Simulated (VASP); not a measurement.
# AlN (F-43m) in VASP: notebook, part 2 of 2

VASP 6.6.1.

## 5. Relaxation of cell and atoms, PBEsol

This run uses another cell than the first one, of 10.42 Å³/atom, 1.120 times its volume.

Input file INCAR:

```
PREC = Accurate
ENCUT = 600
EDIFF = 1E-6
ISMEAR = -1
SIGMA = 0.05
LREAL = F
LASPH = T
NELM = 100
ALGO = Normal
ISIF = 3
LWAVE = F
LCHARG = F
GGA = PS
IBRION = 2
NSW = 80
EDIFFG = -0.02
```

Input file KPOINTS:

```
Automatic mesh
0
Gamma
  10 10 10
```

Input file POSCAR:

```
AlN
1.0
    0.0000000000      2.1839935596      2.1839935596
    2.1839935596      0.0000000000      2.1839935596
    2.1839935596      2.1839935596      0.0000000000
Al N
1 1
Direct
    0.0000000000      0.0000000000      0.0000000000
    0.2500000000      0.2500000000      0.2500000000
```

Potentials or basis: VASP PAW PBE potentials, release 64 (Al, N).

Launch:

```bash
cat potpaw_PBE.64/Al/POTCAR potpaw_PBE.64/N/POTCAR > POTCAR
mpirun -np 1 vasp_std > vasp.out
```

OUTCAR:

```text
PREC = Accurate
   ENCUT = 600
   EDIFF = 1E-6
   ISMEAR = -1
   LREAL = F
   LASPH = T
   NELM = 100
   ISIF = 3
   GGA = PS
   IBRION = 2
   NSW = 80
   EDIFFG = -0.02

 ion  position               nearest neighbor table
   1  0.000  0.000  0.000-   2 1.89   2 1.89   2 1.89   2 1.89
   2  0.250  0.250  0.250-   1 1.89   1 1.89   1 1.89   1 1.89

  LATTYP: Found a face centered cubic cell.
 ALAT       =     4.3679871192

  Lattice vectors:

 A1 = (   0.0000000000,   2.1839935596,   2.1839935596)
 A2 = (   2.1839935596,   0.0000000000,   2.1839935596)
 A3 = (   2.1839935596,   2.1839935596,   0.0000000000)

Analysis of symmetry for initial positions (statically):
=====================================================================
 Subroutine PRICEL returns:
 Original cell was already a primitive cell.

 Routine SETGRP: Setting up the symmetry group for a
 face centered cubic supercell.

 Subroutine GETGRP returns: Found 24 space group operations
 (whereof 24 operations were pure point group operations)
 out of a pool of 48 trial point group operations.

The static configuration has the point symmetry T_d .

Analysis of symmetry for dynamics (positions and initial velocities):
=====================================================================
 Subroutine PRICEL returns:
 Original cell was already a primitive cell.

 Routine SETGRP: Setting up the symmetry group for a
 face centered cubic supercell.

 Subroutine GETGRP returns: Found 24 space group operations
 (whereof 24 operations were pure point group operations)
 out of a pool of 48 trial point group operations.

The dynamic configuration has the point symmetry T_d .

 Subroutine INISYM returns: Found 24 space group operations
 (whereof 24 operations are pure point group operations),
 and found     1 'primitive' translations

----------------------------------------------------------------------------------------

                                     Primitive cell

  volume of cell :      20.8345

  direct lattice vectors                    reciprocal lattice vectors
     0.000000000  2.183993560  2.183993560    -0.228938404  0.228938404  0.228938404
     2.183993560  0.000000000  2.183993560     0.228938404 -0.228938404  0.228938404
     2.183993560  2.183993560  0.000000000     0.228938404  0.228938404 -0.228938404

  length of vectors
     3.088633312  3.088633312  3.088633312     0.396532948  0.396532948  0.396532948

  position of ions in fractional coordinates (direct lattice)
     0.000000000  0.000000000  0.000000000
     0.250000000  0.250000000  0.250000000

  ion indices of the primitive-cell ions
   primitive index   ion index
                 1           1
                 2           2

----------------------------------------------------------------------------------------

 KPOINTS: Automatic mesh

Automatic generation of k-mesh.
 Grid dimensions read from file:
 generate k-points for:   10   10   10

 Generating k-lattice:

  Cartesian coordinates                     Fractional coordinates (reciprocal lattice)
[... 46 lines left out ...]
   dimension x,y,z NGXF=    56 NGYF=   56 NGZF=   56
   ions per type =               1   1
   NGX,Y,Z   is equivalent  to a cutoff of  15.07, 15.07, 15.07 a.u.
   NGXF,Y,Z  is equivalent  to a cutoff of  30.14, 30.14, 30.14 a.u.
 SYSTEM =  unknown system
   PREC   = accura    normal or accurate (medium, high low for compatibility)
   ISTART =      0    job   : 0-new  1-cont  2-samecut
   ICHARG =      2    charge: 1-file 2-atom 10-const
   ISPIN  =      1    spin polarized calculation?
   LNONCOLLINEAR =      F non collinear calculations
   LSORBIT =      F    spin-orbit coupling
   LASPH  =      T    aspherical Exc in radial PAW
   ENCUT  =  600.0 eV  44.10 Ry    6.64 a.u.   6.17  6.17  6.17*2*pi/ulx,y,z
   NELM   =    100;   NELMIN=  2; NELMDL= -5     # of ELM steps
   EDIFF  = 0.1E-05   stopping-criterion for ELM
   LREAL  =      F    real-space projection
   EDIFFG = -.2E-01   stopping-criterion for IOM
   NSW    =     80    number of steps for IOM
   IBRION =      2    ionic relax: 0-MD 1-quasi-New 2-CG
   NFREE  =      1    steps in history (QN), initial steepest desc. (CG)
   ISIF   =      3    stress and relaxation
   ISYM   =      2    0-nonsym 1-usesym 2-fastsym
   POTIM  = 0.5000    time-step for ionic-motion
   TEBEG  =    0.0;   TEEND  =   0.0 temperature during run
   PSTRESS=    0.0 pullay stress
   NELECT =       8.0000    total number of electrons
   NUPDOWN=      -1.0000    fix difference up-down
   EMIN   =  10.00;   EMAX   =-10.00  energy-range for DOS
   EFERMI =   0.00;   METHOD = LEGACY
   ISMEAR =    -1;   SIGMA  =   0.05  broadening in eV -4-tet -1-fermi 0-gaus
   EFERMI_NEDOS =   21; number of points for ismear=-14 and -15
   IALGO  =     38    algorithm
   IMIX   =      4    mixing-type and parameters
     AMIX     =   0.40;   BMIX     =  1.00
     AMIX_MAG =   1.60;   BMIX_MAG =  1.00
  volume/ion in A,a.u.               =      10.42        70.30
  Fermi-wavevector in a.u.,A,eV,Ry     =   1.189899  2.248583 19.263943  1.415860
  Thomas-Fermi vector in A             =   2.325996
   LORBIT       =      0    0 simple, 1 ext, 2 COOP (PROOUT), +10 PAW based schemes
   GGA     = PS    functional components
   LHFCALC =     F    Hartree Fock is set to
   AEXX    =    0.0000 exact exchange contribution
   IVDW    =     0    specifies the selected vdW correction
   LEPSILON=     F    determine dielectric tensor
   LRPA    =     F    only Hartree local field effects (RPA)
 conjugate gradient relaxation of ions
 non-spin polarized calculation
  energy-cutoff  :      600.00
  volume of cell :       20.83
 maximum number of plane-waves:       725
 NGX is ok and might be reduce to    28
   NGX = 13   NGY = 13   NGZ = 13

--------------------------------------- Ionic step        1  -------------------------------------------

 number of electron       7.9999999 magnetization

 Free energy of the ion-electron system (eV)
  ---------------------------------------------------
  ext. energy  EPLUGINS =         0.00000000
  ---------------------------------------------------
  free energy    TOTEN  =       -15.61236634 eV

  energy without entropy =      -15.61236634  energy(sigma->0) =      -15.61236634

------------------------ aborting loop because EDIFF is reached ----------------------------------------

  FORCE on cell =-STRESS in cart. coord.  units (eV):
  Direction    XX          YY          ZZ          XY          YZ          ZX
  --------------------------------------------------------------------------------------
  -------------------------------------------------------------------------------------
  Total        0.1568626      0.1568626      0.1568626      0.0000000      0.0000000     -0.0000000
  in kB       12.0627402     12.0627402     12.0627402      0.0000000      0.0000000     -0.0000000
  external PRESSURE =      12.0627402 kB  Pullay stress =       0.0000000 kB
[... 59 lines left out ...]
--------------------------------------- Ionic step        3  -------------------------------------------

 number of electron       7.9999999 magnetization

 Free energy of the ion-electron system (eV)
  ---------------------------------------------------
  ext. energy  EPLUGINS =         0.00000000
  ---------------------------------------------------
  free energy    TOTEN  =       -15.61282757 eV

  energy without entropy =      -15.61282757  energy(sigma->0) =      -15.61282757

 E-fermi :   6.9191     XC(G=0): -11.1035

 val. band max:        5.8221172531   @ k =   0.0000   0.0000   0.0000
 cond. band min:       9.0067324825   @ k =   0.5000   0.5000   0.0000
 fundamental gap:      3.1846152293
 Fermi energy:         6.9190983657

 k-point     1 :       0.0000    0.0000    0.0000
  band No.  band energies     occupation
      1      -9.1023      2.00000
      2       5.8221      2.00000
      3       5.8221      2.00000
      4       5.8221      2.00000
      5       9.9033      0.00000
      6      18.2335      0.00000
      7      18.2335      0.00000
      8      18.2335      0.00000
[... 243 lines left out ...]
 k-point    24 :       0.4000    0.3000    0.0000
  band No.  band energies     occupation
      1      -7.0807      2.00000
      2       1.6531      2.00000
      3       4.1087      2.00000
      4       4.4115      2.00000
      5      10.6089      0.00000
      6      15.1915      0.00000
      7      17.9256      0.00000
      8      20.2454      0.00000

 [... further k-points ...]

------------------------ aborting loop because EDIFF is reached ----------------------------------------

  FORCE on cell =-STRESS in cart. coord.  units (eV):
  Direction    XX          YY          ZZ          XY          YZ          ZX
  --------------------------------------------------------------------------------------
  -------------------------------------------------------------------------------------
  Total        0.0004335      0.0004335      0.0004335      0.0000000      0.0000000      0.0000000
  in kB        0.0331397      0.0331397      0.0331397      0.0000000      0.0000000      0.0000000
  external PRESSURE =       0.0331397 kB  Pullay stress =       0.0000000 kB
[... 17 lines left out ...]
  FREE ENERGIE OF THE ION-ELECTRON SYSTEM (eV)
  ---------------------------------------------------
  free  energy   TOTEN  =       -15.6128275749 eV

  energy  without entropy=      -15.6128275748  energy(sigma->0) =      -15.61282757

 reached required accuracy - stopping structural energy minimisation
```

It took 17 s on 1 thread of Intel Xeon Platinum 8559C (Emerald Rapids), shared host; peak memory 0.15 GiB.

Results:

```yaml
Free_energy: -15.6128 eV
Relaxed_volume: 10.48 Å³/atom
Relaxed_cell: a = 3.095 Å, b = 3.095 Å, c = 3.095 Å, α = 60.00°, β = 60.00°, γ = 60.00°
Space_group_after_relaxing_to_0.05_Å: F-43m (No. 216)
Energy_gained_by_relaxing: 0.2 meV/atom
Ionic_steps: 3
Pressure_after_relaxing: 0.0 GPa
Band_gap_on_the_k_mesh: 3.18 eV, indirect (least direct gap 4.08 eV)
```

Step by step:
| step | energy change (eV) | largest force (eV/Å) | pressure (GPa) | volume (Å³) |
| --- | --- | --- | --- | --- |
| 1 | 0.0000 | 0.0000 | 1.21 | 20.83 |
| 2 | -0.0001 | 0.0000 | -1.08 | 21.07 |
| 3 | -0.0005 | 0.0000 | 0.00 | 20.96 |

Final structure:
```cif
data_structure
_symmetry_space_group_name_H-M 'P 1'
_symmetry_Int_Tables_number 1
_cell_length_a 3.0947
_cell_length_b 3.0947
_cell_length_c 3.0947
_cell_angle_alpha 60.000
_cell_angle_beta 60.000
_cell_angle_gamma 60.000
_cell_volume 20.96
loop_
_atom_site_label
_atom_site_type_symbol
_atom_site_fract_x
_atom_site_fract_y
_atom_site_fract_z
_atom_site_occupancy
Al1 Al 0.00000 0.00000 0.00000 1
N1 N 0.25000 0.25000 0.25000 1
```

Levels at points of the mesh, in eV from the valence-band top:
| k point | band 2 | band 3 | band 4 | band 5 | band 6 | band 7 |
| --- | --- | --- | --- | --- | --- | --- |
| (0.00, 0.00, 0.00) | 0.00 | 0.00 | 0.00 | 4.08 | 12.41 | 12.41 |
| (0.50, 0.00, 0.00) | -5.89 | -0.48 | -0.48 | 7.23 | 9.73 | 11.00 |
| (0.50, 0.50, 0.00) | -4.93 | -1.78 | -1.78 | 3.18 | 8.45 | 13.79 |

Caveat: the PAW data sets were made with another functional, which shifts forces and pressure a little.

## 6. Relaxation of cell and atoms, PBEsol, target pressure 5 GPa, at which the enthalpy is minimised

This run uses another cell than the first one, of 10.42 Å³/atom, 1.120 times its volume.

Input file INCAR:

```
SYSTEM = AlN
PREC     = Accurate       ! precision mode
ENCUT    = 600            ! plane-wave cutoff, eV
EDIFF    = 1E-6           ! SCF threshold, eV
ISMEAR   = -1             ! smearing method
SIGMA    = 0.05           ! smearing width, eV
LREAL    = .False.        ! projectors in reciprocal space
LASPH    = .True.         ! aspherical terms in the spheres
NELM     = 60             ! most SCF steps
ALGO     = Normal         ! electronic algorithm
ISIF     = 3              ! what is computed and relaxed
LWAVE    = .False.        ! write WAVECAR
LCHARG   = .False.        ! write CHGCAR
GGA      = PS             ! functional
IBRION   = 2              ! ionic algorithm
NSW      = 80             ! ionic steps
EDIFFG   = -0.02          ! ionic threshold
PSTRESS  = 50.0
```

Input file KPOINTS:

```
Automatic mesh
0
Gamma
  10 10 10
  0 0 0
```

POSCAR is that of step 5.

Potentials or basis: VASP PAW PBE potentials, release 64 (Al, N).

Launch:

```bash
cat potpaw_PBE.64/Al/POTCAR potpaw_PBE.64/N/POTCAR > POTCAR
mpirun -np 1 vasp_std > vasp.out
```

Run time: 16 s. Hardware: 1 thread of Intel Xeon Platinum 8559C (Emerald Rapids), shared host; peak memory 0.15 GiB.

It converged, with:

```
Free energy                                            : -15.6054 eV
Relaxed volume                                         : 10.23 Å³/atom
Relaxed cell                                           : a = 3.070 Å, b = 3.070 Å, c = 3.070 Å, α = 60.00°, β = 60.00°, γ = 60.00°
Space group after relaxing (to 0.05 Å)                 : F-43m (No. 216)
Energy change on relaxing (the enthalpy is what falls) : +3.5 meV/atom
Ionic steps                                            : 3
Pressure after relaxing                                : 5.0 GPa
Band gap on the k mesh                                 : 3.20 eV, indirect (least direct gap 4.29 eV)
```

The path:
| step | energy change (eV) | largest force (eV/Å) | pressure (GPa) | volume (Å³) |
| --- | --- | --- | --- | --- |
| 1 | 0.0000 | 0.0000 | 1.21 | 20.83 |
| 2 | 0.0232 | 0.0000 | 9.18 | 20.10 |
| 3 | 0.0070 | 0.0000 | 4.99 | 20.47 |

Final structure:
```xyz
2
Lattice="0.0000 2.1711 2.1711 2.1711 0.0000 2.1711 2.1711 2.1711 0.0000" Properties=species:S:1:pos:R:3 pbc="T T T"
Al    0.0000    0.0000    0.0000
N     1.0856    1.0856    1.0856
```

Levels at points of the mesh, in eV from the valence-band top:
| k point | band 2 | band 3 | band 4 | band 5 | band 6 | band 7 |
| --- | --- | --- | --- | --- | --- | --- |
| (0.00, 0.00, 0.00) | 0.00 | 0.00 | 0.00 | 4.29 | 12.64 | 12.64 |
| (0.50, 0.00, 0.00) | -5.99 | -0.48 | -0.48 | 7.45 | 9.89 | 11.15 |
| (0.50, 0.50, 0.00) | -5.00 | -1.81 | -1.81 | 3.20 | 8.59 | 14.12 |

Caveat: the cell is relaxed towards a set pressure, so the enthalpy falls and the energy may rise; the PAW data sets were made with another functional, which shifts forces and pressure a little.

## 7. The runs side by side

| task | cell | cutoff (eV) | gap on the mesh (eV) | pressure (GPa) |
| --- | --- | --- | --- | --- |
| single point | a = 2.974 Å, angles 60.0°, 2 atoms | 520 | 3.23 | 30.5 |
| single point | a = 3.070 Å, angles 60.0°, 2 atoms | 520 | 3.19 | 5.2 |
| single point | a = 3.048 Å, angles 60.0°, 2 atoms | 520 | 3.20 | 10.2 |
| relaxation of cell and atoms | relaxed from a = 3.089 Å, angles 60.0°, 2 atoms | 600 | 3.18 | 0.0 |
| relaxation of cell and atoms | relaxed to 5 GPa from a = 3.089 Å, angles 60.0°, 2 atoms | 600 | 3.20 | 5.0 |

Alike in all rows: level PBEsol; potentials or basis VASP PAW PBE potentials, release 64 (Al, N); no spin polarisation; k mesh 10 × 10 × 10; smearing fermi-dirac 0.05 eV.

Caveats: the PAW data sets were made with another functional, which shifts forces and pressure a little; the cell is relaxed towards a set pressure, so the enthalpy falls and the energy may rise (some runs).

Absolute energies hang on the potentials; compare differences alone.
